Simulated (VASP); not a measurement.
Wanted: the native input for a VASP 6.6.1 run.

| Property | Result |
| --- | --- |
| Task | single point |
| Functional | PBE |
| Potentials or basis | VASP PAW PBE potentials, release 64 (Tl_d, Os) |
| Cutoff | 520 eV |
| k mesh | 4 × 4 × 4 |
| Occupations | gaussian, width 0.1 eV |
| Spin | no spin polarisation |
| Dipole correction | no |
| Further INCAR settings | ALGO = Normal; EDIFF = 1e-06; NBANDS = 29 |

The structure of TlOs lies in POSCAR:

```
TlOs
1.0
    0.0000000000      3.3609438715      3.3609438715
    3.3609438715      0.0000000000      3.3609438715
    3.3609438715      3.3609438715      0.0000000000
Tl Os
2 2
Direct
    0.5000000000      0.5000000000      0.5000000000
    0.7500000000      0.7500000000      0.7500000000
    0.0000000000      0.0000000000      0.0000000000
    0.2500000000      0.2500000000      0.2500000000
```

One way to write it, as run:

INCAR

```
SYSTEM = TlOs
  PREC = Accurate
  ENCUT = 520
  EDIFF = 1E-6
  ISMEAR = 0
  SIGMA = 0.1
  LREAL = .FALSE.
  LASPH = .TRUE.
  NELM = 60
  ALGO = Normal
  ISIF = 2
  LWAVE = .FALSE.
  LCHARG = .TRUE.
  GGA = PE
  LELF = .TRUE.
  LVHAR = .TRUE.
  NBANDS = 29
```

KPOINTS

```
Automatic mesh
0
G
  4 4 4
  0 0 0
```

Potentials or basis: VASP PAW PBE potentials, release 64 (Tl_d, Os).

The run is started by

```console
$ cat potpaw_PBE.64/Tl_d/POTCAR potpaw_PBE.64/Os/POTCAR > POTCAR
$ mpirun -np 1 vasp_std > vasp.out
```

It gave:

* Pressure: -0.3 GPa
* Band gap on the k mesh: zero (band 21 reaches 8.88 eV, above the bottom of band 22 at 8.26 eV)

Caveat: the k points lie up to 0.40 Å⁻¹ apart; spin-orbit coupling is left out, which moves the levels of the heavy elements.

Run time: 39 s on 1 thread of AMD EPYC 7R13, on a shared host, peak memory 0.21 GiB.
